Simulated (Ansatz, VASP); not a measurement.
## Two plane-wave programs on Re

```
CELL_PARAMETERS angstrom
2.73919 0.00000 0.00000
-1.36959 2.37221 0.00000
0.00000 0.00000 4.41187
ATOMIC_POSITIONS crystal
Re 0.33333 0.66667 0.25000
Re 0.66667 0.33333 0.75000
```

Alike in both runs: functional LDA; k mesh 13 × 13 × 7; occupations fermi-dirac, width 0.1 eV; no spin polarisation.

Ansatz relaxed the structure, and its values are those at the end. VASP's run is a single point on that final structure, the one shown.

```csv
,VASP,Ansatz
version,VASP 6.6.1,Ansatz 0.2.0
potentials or method,"VASP PAW LDA potentials, release 64 (Re_sv_GW), cutoff 560 eV","plane waves (420 eV) with PAW, scalar-relativistic"
valence electrons in the cell,30,30
```

```tsv
	VASP	Ansatz	Ansatz less VASP
pressure (GPa)	0.0	0.0	+0.03
```

Ansatz warns that its potentials were made for another functional, while VASP's fit it. LDA's correlation is that of Perdew and Zunger in VASP and of Perdew and Wang (1992) in Ansatz.

Spin-orbit coupling is off throughout.
